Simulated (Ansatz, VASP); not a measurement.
One calculation of SiC, two programs

```
Si C
1.0
     0.00000    1.89916    2.84875
     1.89916    0.00000    2.84875
     1.89916    1.89916    0.00000
Si C
1 1
Direct
  0.00000 0.00000 0.00000
  0.75000 0.75000 0.75000
```

Alike in both runs: task single point; functional PBE; k mesh 12 × 12 × 12; occupations gaussian, width 0.05 eV; no spin polarisation.

|  | VASP | Ansatz |
| --- | --- | --- |
| version | VASP 6.6.1 | Ansatz 0.2.0 |
| potentials or method | VASP PAW PBE potentials, release 64 (Si, C), cutoff 520 eV | scalar-relativistic, plane waves, PAW |
| valence electrons in the cell | 8 | 8 |

VASP gave:

* gap on the k mesh at the Fermi level (eV): none
* pressure (GPa): 2.4
* traceless stress, the component that is largest in VASP (GPa): -81.45

Task: What did Ansatz give for the same quantities?

Result: gap on the k mesh at the Fermi level (eV): none; pressure (GPa): 2.4; traceless stress, the component that is largest in VASP (GPa): -81.57.

A gap of «none» marks a metal or a gap that the smearing closes.
